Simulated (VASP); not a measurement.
Set up this calculation in VASP 6.6.1, as the native input.

```
Task                   : relaxation of cell and atoms
Functional             : r2SCAN
Potentials or basis    : VASP PAW PBE potentials, release 64 (Ta_pv)
Cutoff                 : 600 eV
k mesh                 : 13 × 13 × 13
Occupations            : fermi-dirac, width 0.1 eV
Spin                   : no spin polarisation
Dipole correction      : no
Further INCAR settings : ALGO = Normal; EDIFF = 1e-06; IBRION = 2; EDIFFG = -0.01; NSW = 80; ISIF = 3
```

The system is Ta.

```
Ta
1.0
    -1.65290    1.65290    1.65290
     1.65290   -1.65290    1.65290
     1.65290    1.65290   -1.65290
Ta
1
Direct
  0.00000 0.00000 0.00000
```

The input as run:

POSCAR

```
Ta
1.0
   -1.6529000000      1.6529000000      1.6529000000
    1.6529000000     -1.6529000000      1.6529000000
    1.6529000000      1.6529000000     -1.6529000000
Ta
1
Direct
    0.0000000000      0.0000000000      0.0000000000
```

INCAR.step1

```
SYSTEM = Ta
PREC = Accurate
ENCUT = 600
ISMEAR = -1
SIGMA = 0.1
LREAL = .FALSE.
LASPH = .TRUE.
NELM = 100
GGA = PE
ALGO = Normal
EDIFF = 1E-4
LWAVE = .TRUE.
LCHARG = .FALSE.
```

INCAR.step2

```
SYSTEM = Ta
PREC = Accurate
ENCUT = 600
EDIFF = 1E-6
ISMEAR = -1
SIGMA = 0.1
LREAL = .FALSE.
LASPH = .TRUE.
NELM = 100
ALGO = Normal
ISIF = 3
LWAVE = .FALSE.
LCHARG = .FALSE.
METAGGA = R2SCAN
LMIXTAU = .TRUE.
IBRION = 2
NSW = 80
EDIFFG = -0.01
ISTART = 1
```

KPOINTS

```
regular mesh
0
G
  13 13 13
  0 0 0
```

Potentials or basis: VASP PAW PBE potentials, release 64 (Ta_pv).

Command:

```bash
$ cat potpaw_PBE.64/Ta_pv/POTCAR > POTCAR
$ cp INCAR.step1 INCAR
$ mpirun -np 1 vasp_std > vasp.out
$ cp INCAR.step2 INCAR
$ mpirun -np 1 vasp_std > vasp.out
```

Results of the run:

```json
{
 "Relaxed volume": "18.13 Å³/atom",
 "Relaxed cell": "a = 2.866 Å, b = 2.866 Å, c = 2.866 Å, α = 109.47°, β = 109.47°, γ = 109.47°",
 "Space group after relaxing (to 0.05 Å)": "Im-3m (No. 229)",
 "Energy gained by relaxing": "0.2 meV/atom",
 "Ionic steps": "3",
 "Pressure after relaxing": "0.0 GPa"
}
```

Caveat: the PAW data sets were made with another functional, which shifts forces and pressure a little.

Wall time 42 s on 1 thread of Intel(R) Xeon(R) 6975P-C (Granite Rapids), with other jobs on the host, peak memory 0.16 GiB.
